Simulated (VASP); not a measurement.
The system is ZnSnP2.

```
CELL_PARAMETERS angstrom
-2.81272 2.81272 5.63919
2.81272 -2.81272 5.63919
2.81272 2.81272 -5.63919
ATOMIC_POSITIONS crystal
Zn 0.75000 0.25000 0.50000
Zn 0.00000 0.00000 0.00000
Sn 0.25000 0.75000 0.50000
Sn 0.50000 0.50000 0.00000
P 0.37500 0.35102 0.47602
P 0.64898 0.12500 0.02398
P 0.10102 0.62500 0.97602
P 0.87500 0.89898 0.52398
```

Base run:

```yaml
Program: VASP 6.6.1
Functional: TB-mBJ
Potentials_or_basis: VASP PAW PBE potentials, release 64 (Zn, Sn_d, P)
Cutoff: 520 eV
k_mesh: 8 × 8 × 8
Occupations: gaussian, width 0.03 eV
Spin: no spin polarisation
```

Its results: band gap on the k mesh 1.68 eV.

Problem. The run is repeated on the same cell with these changes: functional from TB-mBJ to r2SCAN. What comes out?

Solution. Band gap on the k mesh 1.30 eV.

Caveats: spin-orbit coupling is left out, which moves the levels of the heavy elements.
